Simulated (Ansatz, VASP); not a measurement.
One calculation of Na, two programs

```
CELL_PARAMETERS angstrom
3.76700 0.00000 0.00000
-1.88350 3.26232 0.00000
0.00000 0.00000 6.15400
ATOMIC_POSITIONS crystal
Na 0.40230 0.80461 0.21344
Na 0.66667 0.33333 0.75000
```

Alike in both runs: task single point; functional r2SCAN; k mesh 12 × 12 × 8; occupations gaussian, width 0.15 eV; no spin polarisation.

|  | VASP | Ansatz |
| --- | --- | --- |
| version | VASP 6.6.1 | Ansatz 0.2.0 |
| potentials or method | VASP PAW PBE potentials, release 64 (Na_pv), cutoff 520 eV | scalar-relativistic, plane waves, PAW |
| valence electrons in the cell | 14 | 18 |

```tsv
	VASP	Ansatz	Ansatz less VASP
gap on the k mesh at the Fermi level (eV)	none	none	-
pressure (GPa)	0.1	0.1	-0.03
traceless stress, the component that is largest in VASP (GPa)	-0.35	-0.40	-0.046
rms of the force components (eV/Å)	0.121	0.120	-0.0013
```

VASP's potentials were made for PBE, not for r2SCAN. Atom by atom the forces differ by 0.003 eV/Å (rms over components). A gap of «none» marks a metal or a gap that the smearing closes. The functional is the same, so the differences come from potentials, cutoffs and numerics. VASP's potentials hold 14 valence electrons a cell and Ansatz's 18, so a difference there can come from the potentials and not from the codes.
